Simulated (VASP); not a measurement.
**NaF (Villiaumite): single point with PBEsol**

Crystal: NaF (Villiaumite).

```
Na F
1.0
     0.00000    2.32000    2.32000
     2.32000    0.00000    2.32000
     2.32000    2.32000    0.00000
Na F
1 1
Direct
  0.95500 0.95500 0.04500
  0.54500 0.54500 0.45500
```

This cell differs from its parent crystal: shortest bond scaled by 0.82.

| Item | Value |
| --- | --- |
| Program | VASP 6.6.1 |
| Task | single point |
| Functional | PBEsol |
| Potentials or basis | VASP PAW PBE potentials, release 64 (Na_pv, F) |
| Cutoff | 520 eV |
| k mesh | 9 × 9 × 9 |
| Occupations | fermi-dirac, width 0.03 eV |
| Spin | no spin polarisation |
| Dipole correction | no |
| Further INCAR settings | ALGO = Normal; EDIFF = 1e-06; NBANDS = 14 |

```
Pressure               : 6.6 GPa
Largest force          : 2.163 eV/Å
Band gap on the k mesh : 6.11 eV, direct
```

Forces in eV/Å, atoms in the order of the input:
```
Na   0.000  0.000  2.163
F    0.000  0.000 -2.163
```

Stress tensor (GPa, compression positive):
```
-1.49  0.00  0.00
 0.00 -1.49  0.00
 0.00  0.00 22.73
```

Levels at points of the mesh, in eV from the valence-band top:
```tsv
k point	band 3	band 4	band 5	band 6	band 7	band 8	band 9	band 10	band 11	band 12
(0.00, 0.00, 0.00)	-18.64	-18.28	-0.04	-0.04	0.00	6.11	19.04	19.31	19.31	21.30
```

Wall time 8.2 s on 1 thread of Intel(R) Xeon(R) Platinum 8488C (Sapphire Rapids), on a shared host, peak memory 0.14 GiB.

Caveat: the cell differs from its parent crystal (shortest bond scaled by 0.82); the PAW data sets were made with another functional, which shifts forces and pressure a little. A k mesh can miss the band edges.
